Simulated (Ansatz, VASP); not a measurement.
One calculation of Ti5C, two programs

```xyz
6
Lattice="4.9101 0.0000 0.0000 -2.4551 4.2523 0.0000 0.0000 0.0000 5.1592" Properties=species:S:1:pos:R:3 pbc="T T T"
Ti    0.0000    2.8349    0.0000
Ti    2.4551    1.4174    0.0000
Ti    2.4551    0.0000    2.5796
Ti   -1.2275    2.1262    2.5796
Ti    1.2275    2.1262    2.5796
C     0.0000    0.0000    2.5796
```

Alike in both runs: task single point; functional PBE; k mesh 6 × 6 × 4; occupations gaussian, width 0.1 eV; collinear spin.

|  | VASP | Ansatz |
| --- | --- | --- |
| version | VASP 6.6.1 | Ansatz 0.2.0 |
| potentials or method | VASP PAW PBE potentials, release 64 (Ti_sv, C), cutoff 520 eV | scalar-relativistic, plane waves, PAW |
| valence electrons in the cell | 64 | 64 |

Ansatz gave:

* gap on the k mesh at the Fermi level (eV): none
* pressure (GPa): 1.4
* traceless stress, the component that is largest in VASP (GPa): 3.45
* net moment per atom (μB): 0.79
* size of the moment on the site where the two differ most (μB): 0.31

Problem. What did VASP give for the same quantities?

Solution. gap on the k mesh at the Fermi level (eV): none; pressure (GPa): 1.3; traceless stress, the component that is largest in VASP (GPa): 3.32; net moment per atom (μB): 0.80; size of the moment on the site where the two differ most (μB): 0.36.

Site moments also hang on the region over which each program counts them. A gap of «none» marks a metal or a gap that the smearing closes.
